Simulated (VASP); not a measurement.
N: relaxation of cell and atoms with PBE

Crystal: N.

```xyz
1
Lattice="0.0000 1.5579 1.5579 1.5579 0.0000 1.5579 1.5579 1.5579 0.0000" Properties=species:S:1:pos:R:3 pbc="T T T"
N     0.0000    0.0000    0.0000
```

```
Program                : VASP 6.6.1
Task                   : relaxation of cell and atoms
Functional             : PBE
Potentials or basis    : VASP PAW PBE potentials, release 64 (N)
Cutoff                 : 600 eV
k mesh                 : 30 × 30 × 30
Occupations            : gaussian, width 0.1 eV
Spin                   : no spin polarisation
Dipole correction      : no
Further INCAR settings : ALGO = Normal; EDIFF = 1e-07; IBRION = 2; EDIFFG = -0.01; NSW = 100; ISIF = 3
```

```json
{
 "Relaxed volume": "7.58 Å³/atom",
 "Relaxed cell": "a = 2.205 Å, b = 2.205 Å, c = 2.205 Å, α = 60.00°, β = 60.00°, γ = 60.00°",
 "Space group after relaxing (to 0.05 Å)": "Fm-3m (No. 225)",
 "Energy gained by relaxing": "0.0 meV/atom",
 "Ionic steps": "2",
 "Pressure after relaxing": "-0.1 GPa"
}
```

Final structure:
```
N
1.0
     0.00000    1.55937    1.55937
     1.55937    0.00000    1.55937
     1.55937    1.55937    0.00000
N
1
Direct
  0.00000 0.00000 0.00000
```

Levels at points of the mesh, in eV from the Fermi level:
```tsv
k point	band 1	band 2	band 3	band 4	band 5
(0.00, 0.00, 0.00)	-20.04	3.99	3.99	3.99	23.32
(0.50, 0.00, 0.00)	-13.34	-8.09	2.83	2.83	22.13
(0.50, 0.50, 0.00)	-10.85	-6.65	0.13	0.13	15.08
```

Wall time 42 s on 1 thread of Intel(R) Xeon(R) Platinum 8259CL CPU @ 2.50GHz (Skylake/Cascade Lake) (shared host), peak memory 0.15 GiB.
